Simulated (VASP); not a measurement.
# MoS2 (P6_3/mmc) in VASP: notebook

Runs on MoS2. Level: PBE. Tasks: single point, relaxation of cell and atoms.

All numbers are computed with VASP 6.6.1; they aren't measurements. Logs are shortened: lines on timing, memory, paths and dates and some standing lists are left out, and cuts for length are marked.

### Step 1. The cell of the first run

Symmetry: P6_3/mmc, No. 194, hexagonal system. Conventional cell: a = 3.185 Å, b = 3.185 Å, c = 14.804 Å, α = 90.00°, β = 90.00°, γ = 120.00°. Mo (site symmetry -6m2) has 6 S at 2.41 Å and 6 Mo at 3.19 Å within 3.2 Å. S (site symmetry 3m) has 3 Mo at 2.41 Å and 7 S at 3.13 to 3.19 Å within 3.2 Å.

### Step 2. Single point, PBE

INCAR

```
PREC = Accurate ; ENCUT = 520
EDIFF = 1E-6 ; ISMEAR = 0
SIGMA = 0.02 ; LREAL = F
LASPH = T ; NELM = 100
ALGO = Normal ; ISIF = 2
LWAVE = F ; LCHARG = F
GGA = PE ; NBANDS = 35
```

KPOINTS

```
regular mesh
0
Gamma
  12 12 2
```

POSCAR

```
MoS2
1.0
    3.1850582814      0.0000000029      0.0000000000
   -1.5925291432      2.7583413828      0.0000000000
    0.0000000000      0.0000000000     14.8039553003
Mo S
2 4
Direct
    0.6666666667      0.3333333333      0.2500000000
    0.3333333333      0.6666666667      0.7500000000
    0.6666666667      0.3333333333      0.6444481857
    0.3333333333      0.6666666667      0.3555518143
    0.6666666667      0.3333333333      0.8555518143
    0.3333333333      0.6666666667      0.1444481857
```

Potentials or basis: VASP PAW PBE potentials, release 64 (Mo_sv, S).

Started as:

```sh
> cat potpaw_PBE.64/Mo_sv/POTCAR potpaw_PBE.64/S/POTCAR > POTCAR
> mpirun -np 1 vasp_std > vasp.out
```

OUTCAR:

```text
PREC = Accurate
   ENCUT = 520
   EDIFF = 1E-6
   ISMEAR = 0
   LREAL = F
   LASPH = T
   NELM = 100
   ISIF = 2
   GGA = PE

 ion  position               nearest neighbor table
   1  0.667  0.333  0.250-   4 2.41   6 2.41   4 2.41   6 2.41   4 2.41   6 2.41
   2  0.333  0.667  0.750-   3 2.41   5 2.41   3 2.41   5 2.41   3 2.41   5 2.41
   3  0.667  0.333  0.644-   2 2.41   2 2.41   2 2.41
   4  0.333  0.667  0.356-   1 2.41   1 2.41   1 2.41
   5  0.667  0.333  0.856-   2 2.41   2 2.41   2 2.41
   6  0.333  0.667  0.144-   1 2.41   1 2.41   1 2.41

  LATTYP: Found a hexagonal cell.
 ALAT       =     3.1850582814
 C/A-ratio  =     4.6479385909

  Lattice vectors:

 A1 = (   3.1850582814,   0.0000000029,   0.0000000000)
 A2 = (  -1.5925291432,   2.7583413828,   0.0000000000)
 A3 = (   0.0000000000,   0.0000000000,  14.8039553003)

Analysis of symmetry for initial positions (statically):
=====================================================================
 Subroutine PRICEL returns:
 Original cell was already a primitive cell.

 Routine SETGRP: Setting up the symmetry group for a
 hexagonal supercell.

 Subroutine GETGRP returns: Found 24 space group operations
 (whereof 12 operations were pure point group operations)
 out of a pool of 24 trial point group operations.

The static configuration has the point symmetry D_3d.
 The point group associated with its full space group is D_6h.

Analysis of symmetry for dynamics (positions and initial velocities):
=====================================================================
 Subroutine PRICEL returns:
 Original cell was already a primitive cell.

 Routine SETGRP: Setting up the symmetry group for a
 hexagonal supercell.

 Subroutine GETGRP returns: Found 24 space group operations
 (whereof 12 operations were pure point group operations)
 out of a pool of 24 trial point group operations.

The dynamic configuration has the point symmetry D_3d.
 The point group associated with its full space group is D_6h.

 Subroutine INISYM returns: Found 24 space group operations
 (whereof 12 operations are pure point group operations),
 and found     1 'primitive' translations

----------------------------------------------------------------------------------------

                                     Primitive cell

  volume of cell :     130.0598

  direct lattice vectors                    reciprocal lattice vectors
     3.185058281  0.000000003  0.000000000     0.313965997  0.181268353  0.000000000
    -1.592529143  2.758341383  0.000000000    -0.000000000  0.362536706  0.000000000
     0.000000000  0.000000000 14.803955300     0.000000000  0.000000000  0.067549515

  length of vectors
     3.185058281  3.185058281 14.803955300     0.362536706  0.362536706  0.067549515

  position of ions in fractional coordinates (direct lattice)
     0.666666667  0.333333333  0.250000000
     0.333333333  0.666666667  0.750000000
     0.666666667  0.333333333  0.644448186
     0.333333333  0.666666667  0.355551814
     0.666666667  0.333333333  0.855551814
     0.333333333  0.666666667  0.144448186

  ion indices of the primitive-cell ions
   primitive index   ion index
                 1           1
                 2           2
                 3           3
                 4           4
                 5           5
                 6           6

----------------------------------------------------------------------------------------

 KPOINTS: regular mesh

Automatic generation of k-mesh.
 Grid dimensions read from file:
 generate k-points for:   12   12    2

 Generating k-lattice:

  Cartesian coordinates                     Fractional coordinates (reciprocal lattice)
     0.026163833  0.015105696  0.000000000     0.083333333 -0.000000000  0.000000000
    -0.000000000  0.030211392  0.000000000     0.000000000  0.083333333  0.000000000
     0.000000000  0.000000000  0.033774757     0.000000000  0.000000000  0.500000000

  Length of vectors
     0.030211392  0.030211392  0.033774757

  Shift w.r.t. Gamma in fractional coordinates (k-lattice)
     0.000000000  0.000000000  0.000000000

 Subroutine IBZKPT returns following result:
 ===========================================

 Found     38 irreducible k-points:

 Following reciprocal coordinates:
            Coordinates               Weight
  0.000000  0.000000  0.000000      1.000000
  0.083333  0.000000  0.000000      6.000000
  0.166667  0.000000  0.000000      6.000000
  0.250000  0.000000  0.000000      6.000000
  0.333333  0.000000  0.000000      6.000000
  0.416667  0.000000  0.000000      6.000000
[... 16 lines left out ...]
  0.250000  0.000000  0.500000      6.000000
  0.333333  0.000000  0.500000      6.000000
 [... further k-points ...]
   k-points           NKPTS =     38   k-points in BZ     NKDIM =     38   number of bands    NBANDS=     35
   number of dos      NEDOS =    301   number of ions     NIONS =      6
   total plane-waves  NPLWV =  64512
   dimension x,y,z NGX =    24 NGY =   24 NGZ =  112
   dimension x,y,z NGXF=    48 NGYF=   48 NGZF=  224
   ions per type =               2   4
   NGX,Y,Z   is equivalent  to a cutoff of  12.53, 12.53, 12.58 a.u.
   NGXF,Y,Z  is equivalent  to a cutoff of  25.05, 25.05, 25.15 a.u.
 SYSTEM =  unknown system
   PREC   = accura    normal or accurate (medium, high low for compatibility)
   ISTART =      0    job   : 0-new  1-cont  2-samecut
   ICHARG =      2    charge: 1-file 2-atom 10-const
   ISPIN  =      1    spin polarized calculation?
   LNONCOLLINEAR =      F non collinear calculations
   LSORBIT =      F    spin-orbit coupling
   LASPH  =      T    aspherical Exc in radial PAW
   ENCUT  =  520.0 eV  38.22 Ry    6.18 a.u.   5.92  5.92 27.53*2*pi/ulx,y,z
   NELM   =    100;   NELMIN=  2; NELMDL= -5     # of ELM steps
   EDIFF  = 0.1E-05   stopping-criterion for ELM
   LREAL  =      F    real-space projection
   EDIFFG = 0.1E-04   stopping-criterion for IOM
   NSW    =      0    number of steps for IOM
   IBRION =     -1    ionic relax: 0-MD 1-quasi-New 2-CG
   NFREE  =      0    steps in history (QN), initial steepest desc. (CG)
   ISIF   =      2    stress and relaxation
   ISYM   =      2    0-nonsym 1-usesym 2-fastsym
   POTIM  = 0.5000    time-step for ionic-motion
   TEBEG  =    0.0;   TEEND  =   0.0 temperature during run
   PSTRESS=    0.0 pullay stress
   NELECT =      52.0000    total number of electrons
   NUPDOWN=      -1.0000    fix difference up-down
   EMIN   =  10.00;   EMAX   =-10.00  energy-range for DOS
   EFERMI =   0.00;   METHOD = LEGACY
   ISMEAR =     0;   SIGMA  =   0.02  broadening in eV -4-tet -1-fermi 0-gaus
   EFERMI_NEDOS =   21; number of points for ismear=-14 and -15
   IALGO  =     38    algorithm
   IMIX   =      4    mixing-type and parameters
     AMIX     =   0.40;   BMIX     =  1.00
     AMIX_MAG =   1.60;   BMIX_MAG =  1.00
  volume/ion in A,a.u.               =      21.68       146.28
  Fermi-wavevector in a.u.,A,eV,Ry     =   1.206040  2.279084 19.790102  1.454531
  Thomas-Fermi vector in A             =   2.341718
   LORBIT       =      0    0 simple, 1 ext, 2 COOP (PROOUT), +10 PAW based schemes
   GGA     = PE    functional components
   LHFCALC =     F    Hartree Fock is set to
   AEXX    =    0.0000 exact exchange contribution
   IVDW    =     0    specifies the selected vdW correction
   LEPSILON=     F    determine dielectric tensor
   LRPA    =     F    only Hartree local field effects (RPA)
 non-spin polarized calculation
 Gauss-broadening in eV      SIGMA  =   0.02
  energy-cutoff  :      520.00
  volume of cell :      130.06
 maximum number of plane-waves:      3523
 NGX is ok and might be reduce to    24
   NGX = 11   NGY = 11   NGZ = 55

 number of electron      51.9999999 magnetization

 Free energy of the ion-electron system (eV)
  ---------------------------------------------------
  ext. energy  EPLUGINS =         0.00000000
  ---------------------------------------------------
  free energy    TOTEN  =       -43.71543880 eV

  energy without entropy =      -43.71543880  energy(sigma->0) =      -43.71543880

 E-fermi :   5.0760     XC(G=0):  -9.4424

 val. band max:        4.7907386157   @ k =   0.0000   0.0000   0.0000
 cond. band min:       6.2494716141   @ k =   0.3333   0.3333   0.0000
 fundamental gap:      1.4587329984
 Fermi energy:         5.0760492030

 k-point     1 :       0.0000    0.0000    0.0000
  band No.  band energies     occupation
      1     -56.2837      2.00000
      2     -56.2837      2.00000
      3     -30.4213      2.00000
      4     -30.4213      2.00000
      5     -30.2195      2.00000
      6     -30.2195      2.00000
[... 27 lines left out ...]
     34       7.5936      0.00000
     35      10.4395      0.00000

 k-point     2 :       0.0833    0.0000    0.0000
  band No.  band energies     occupation
      1     -56.2812      2.00000
      2     -56.2812      2.00000
      3     -30.4164      2.00000
      4     -30.4164      2.00000
      5     -30.2447      2.00000
      6     -30.2447      2.00000
[... 27 lines left out ...]
     34       7.5234      0.00000
     35      10.8291      0.00000

 k-point     3 :       0.1667    0.0000    0.0000
  band No.  band energies     occupation
      1     -56.2744      2.00000
      2     -56.2744      2.00000
      3     -30.4029      2.00000
      4     -30.4029      2.00000
      5     -30.3132      2.00000
      6     -30.3132      2.00000
[... 27 lines left out ...]
     34       7.9369      0.00000
     35      11.3902      0.00000
[... 723 lines left out ...]
 k-point    23 :       0.2500    0.0000    0.5000
  band No.  band energies     occupation
      1     -56.2652      2.00000
      2     -56.2652      2.00000
      3     -30.4056      2.00000
      4     -30.4056      2.00000
      5     -30.3845      2.00000
      6     -30.3845      2.00000
[... 27 lines left out ...]
     34       8.3558      0.00000
     35      11.9257      0.00000

 k-point    24 :       0.3333    0.0000    0.5000
  band No.  band energies     occupation
      1     -56.2559      2.00000
      2     -56.2559      2.00000
      3     -30.4967      2.00000
      4     -30.4967      2.00000
      5     -30.3660      2.00000
      6     -30.3660      2.00000
[... 27 lines left out ...]
     34       8.6657      0.00000
     35      11.9972      0.00000

 [... further k-points ...]

------------------------ aborting loop because EDIFF is reached ----------------------------------------

  FORCE on cell =-STRESS in cart. coord.  units (eV):
  Direction    XX          YY          ZZ          XY          YZ          ZX
  --------------------------------------------------------------------------------------
  -------------------------------------------------------------------------------------
  Total       -0.0725686     -0.0725686     -0.1102325     -0.0000000     -0.0000000     -0.0000000
  in kB       -0.8939563     -0.8939563     -1.3579294     -0.0000000     -0.0000000     -0.0000000
  external PRESSURE =      -1.0486140 kB  Pullay stress =       0.0000000 kB

 VOLUME and BASIS-vectors are now :
 -----------------------------------------------------------------------------
  energy-cutoff  :      520.00
  volume of cell :      130.06
      direct lattice vectors                 reciprocal lattice vectors
     3.185058281  0.000000003  0.000000000     0.313965997  0.181268353  0.000000000
    -1.592529143  2.758341383  0.000000000    -0.000000000  0.362536706  0.000000000
     0.000000000  0.000000000 14.803955300     0.000000000  0.000000000  0.067549515

 POSITION                                       TOTAL-FORCE (eV/Angst)
 -----------------------------------------------------------------------------------
      1.59253      0.91945      3.70099         0.000000      0.000000      0.000000
     -0.00000      1.83889     11.10297        -0.000000     -0.000000      0.000000
      1.59253      0.91945      9.54038         0.000000     -0.000000      0.011129
     -0.00000      1.83889      5.26357        -0.000000     -0.000000     -0.011129
      1.59253      0.91945     12.66555         0.000000     -0.000000     -0.011129
     -0.00000      1.83889      2.13840        -0.000000      0.000000      0.011129
 -----------------------------------------------------------------------------------
    total drift:                               -0.000000      0.000000     -0.000000

  FREE ENERGIE OF THE ION-ELECTRON SYSTEM (eV)
  ---------------------------------------------------
  free  energy   TOTEN  =       -43.7154388033 eV

  energy  without entropy=      -43.7154388033  energy(sigma->0) =      -43.71543880
```

It took 2.4 min on 1 thread of Intel Xeon Platinum 8259CL at 2.50GHz (Skylake/Cascade Lake), shared host; peak memory 0.31 GiB.

What came out:

```
Free energy            : -43.7154 eV
Pressure               : -0.1 GPa
Largest force          : 0.011 eV/Å
Band gap on the k mesh : 1.46 eV (least direct gap 1.67 eV)
```

Forces in eV/Å, atoms in the order of the input:
```
Mo   0.000  0.000  0.000
Mo   0.000  0.000  0.000
S    0.000  0.000  0.011
S    0.000  0.000 -0.011
S    0.000  0.000 -0.011
S    0.000  0.000  0.011
```

Caveat: this functional lacks dispersion, which binds the layers, so the pressure and a relaxed spacing across them are unreliable. A k mesh can miss the band edges.

[end of part 1 of 2]
